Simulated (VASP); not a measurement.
A run of VASP 6.6.1:

Contents of INCAR:

```
PREC = Accurate
ENCUT = 400
EDIFF = 1E-6
ISMEAR = -1
SIGMA = 0.05
LREAL = Auto
LASPH = True
NELM = 120
ALGO = Normal
ISIF = 2
LWAVE = False
LCHARG = True
GGA = PS
LELF = True
LVHAR = True
NBANDS = 322
ISYM = -1
GGA_COMPAT = False
```

The input KPOINTS:

```
explicit points
1
Reciprocal
  0.25000000   0.25000000   0.25000000 1
```

POSCAR

```
Zn32S31
1.0
   10.7125360000      0.0000000000      0.0000000000
    0.0000000000     10.7125360000      0.0000000000
    0.0000000000      0.0000000000     10.7125360000
Zn S
32 31
Direct
    0.9999430000      0.9995250000      0.0003430000
    0.9968240000      0.9971340000      0.5011470000
    0.9969630000      0.5007900000      0.9975470000
    0.9989050000      0.5005300000      0.5004850000
    0.5008410000      0.9975320000      0.9977880000
    0.5005420000      0.9987810000      0.5009070000
    0.5009550000      0.5007860000      0.9993890000
    0.5173970000      0.5170120000      0.5176750000
    0.2501870000      0.2509190000      0.9999940000
    0.2527130000      0.2528970000      0.5011470000
    0.2527200000      0.7491910000      0.9976800000
    0.2510060000      0.7500300000      0.5009290000
    0.7487480000      0.2527620000      0.9973990000
    0.7499940000      0.2514910000      0.5010540000
    0.7500350000      0.7501800000      0.9986490000
    0.7312700000      0.7311410000      0.5190890000
    0.2502720000      0.9999680000      0.2508880000
    0.2526580000      0.9976000000      0.7490300000
    0.2529450000      0.5008220000      0.2531130000
    0.2513690000      0.5004600000      0.7502860000
    0.7488200000      0.9972620000      0.2533310000
    0.7499250000      0.9985340000      0.7504270000
    0.7500910000      0.5003790000      0.2515280000
    0.7301180000      0.5194680000      0.7303950000
    0.0000110000      0.2499720000      0.2503040000
    0.9972700000      0.2525600000      0.7488960000
    0.9978440000      0.7485360000      0.2526880000
    0.9984820000      0.7493900000      0.7503070000
    0.5008560000      0.2525820000      0.2528770000
    0.5005450000      0.2510080000      0.7503830000
    0.5003220000      0.7497320000      0.2514920000
    0.5185600000      0.7309260000      0.7316690000
    0.1251200000      0.1247710000      0.1250880000
    0.1248340000      0.1248550000      0.6250050000
    0.1249850000      0.6244960000      0.1249590000
    0.1248610000      0.6248320000      0.6253580000
    0.6250080000      0.1248650000      0.1252720000
    0.6250240000      0.1247620000      0.6253020000
    0.6252820000      0.6251300000      0.1253030000
    0.3757820000      0.3757760000      0.1251640000
    0.3805510000      0.3803220000      0.6246870000
    0.3755010000      0.8741160000      0.1251800000
    0.3808940000      0.8687820000      0.6263110000
    0.8739650000      0.3752870000      0.1251090000
    0.8690720000      0.3811770000      0.6262360000
    0.8740780000      0.8739690000      0.1255050000
    0.8688860000      0.8687150000      0.6241440000
    0.3758870000      0.1247990000      0.3761010000
    0.3753530000      0.1247810000      0.8744500000
    0.3805680000      0.6242330000      0.3811900000
    0.3807720000      0.6258800000      0.8695170000
    0.8739780000      0.1249560000      0.3758500000
    0.8742280000      0.1247960000      0.8745340000
    0.8689640000      0.6261060000      0.3810550000
    0.8684690000      0.6232730000      0.8689370000
    0.1248520000      0.3755730000      0.3758630000
    0.1245930000      0.3755580000      0.8741790000
    0.1246500000      0.8740420000      0.3758860000
    0.1249520000      0.8739760000      0.8742600000
    0.6242920000      0.3804800000      0.3808620000
    0.6259030000      0.3809930000      0.8692110000
    0.6258800000      0.8687250000      0.3811540000
    0.6234790000      0.8689280000      0.8692700000
```

Potentials or basis: VASP PAW PBE potentials, release 64 (Zn, S).

The run is started by

```sh
$ cat potpaw_PBE.64/Zn/POTCAR potpaw_PBE.64/S/POTCAR > POTCAR
$ mpirun -np 1 vasp_std > vasp.out
```

Hardware: 1 thread of Intel(R) Xeon(R) Platinum 8488C (Sapphire Rapids) (shared host).

Q: Estimate the wall time of this run.

A: Run time: 9.6 min on 1 thread of Intel(R) Xeon(R) Platinum 8488C (Sapphire Rapids), with other jobs on the host, peak memory 0.76 GiB. Counts: scf iterations 21, k points 1.
